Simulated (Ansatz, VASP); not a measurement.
Cs2KSbCl6: VASP beside Ansatz

```xyz
10
Lattice="0.0000 5.6948 5.6948 5.6948 0.0000 5.6948 5.6948 5.6948 0.0000" Properties=species:S:1:pos:R:3 pbc="T T T"
K     5.6948    5.6948    5.6948
Cs    8.5422    8.5422    8.5422
Cs    2.8474    2.8474    2.8474
Sb    0.0000    0.0000    0.0000
Cl    2.6667    5.6948    5.6948
Cl    5.6948    5.6948    2.6667
Cl    8.7228    5.6948    5.6948
Cl    5.6948    2.6667    5.6948
Cl    5.6948    8.7228    5.6948
Cl    5.6948    5.6948    8.7228
```

Alike in both runs: task single point; functional LDA; k mesh 3 × 3 × 3; no spin polarisation.

|  | VASP | Ansatz |
| --- | --- | --- |
| version | VASP 6.6.1 | Ansatz 0.2.0 |
| potentials or method | VASP PAW LDA potentials, release 64 (K_sv, Cs_sv, Sb, Cl) | plane waves, PAW |
| plane-wave cutoff (eV) | 520 | 420 |
| occupations | gaussian, width 0.01 eV | fixed |
| valence electrons in the cell | 74 | 84 |

VASP gave:

| Property | Result |
| --- | --- |
| rms of the force components (eV/Å) | 0.066 |

Problem. What did Ansatz give for the same quantities?

Solution. rms of the force components (eV/Å): 0.061.

LDA's correlation is that of Perdew and Zunger in VASP and of Perdew and Wang (1992) in Ansatz. Atom by atom the forces differ by 0.004 eV/Å (rms over components). VASP's potentials hold 74 valence electrons a cell and Ansatz's 84, so a difference there can come from the potentials and not from the codes.

Neither program's run includes spin-orbit coupling.
